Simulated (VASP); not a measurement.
Runs of VASP 6.6.1 on GaSb. The structure is that of space group I-4m2 (No. 119), or close to it. The cells are those of the table. 

```tsv
cell	gap on the mesh (eV)	pressure (GPa)
a = 4.320, b = 4.555 Å, angles 58.2, 63.6, 58.2°, 2 atoms	(a)	0.1
a = 4.356, b = 4.475 Å, angles 59.1, 61.8, 59.1°, 2 atoms	0.20	0.1
a = 4.481, b = 4.233 Å, angles 61.8, 56.4, 61.8°, 2 atoms	none	0.2
a = 4.530, b = 4.153 Å, angles 62.7, 54.6, 62.7°, 2 atoms	none	0.4
a = 4.289, b = 4.636 Å, angles 57.3, 65.4, 57.3°, 2 atoms	none	0.2
```

Alike in all rows: task single point; level PBE; potentials or basis VASP PAW PBE potentials, release 64 (Ga_d, Sb); no spin polarisation; k mesh 12 × 12 × 12; cutoff (eV) 500; smearing gaussian 0.15 eV.

Fill in the values left out.

(a) 0.13.

Caveats: semilocal functionals underestimate gaps, and a narrow one can read as zero; spin-orbit coupling is left out, which moves the levels of the heavy elements; the stress differs along the axes, from -3 to 2 GPa (at least some runs); the stress differs along the axes, from -5 to 3 GPa (at least some runs).

A k mesh can miss the band edges, and the runs leave out spin-orbit coupling on Ga, Sb.

A gap of «none» marks levels without a gap at the run's occupations.
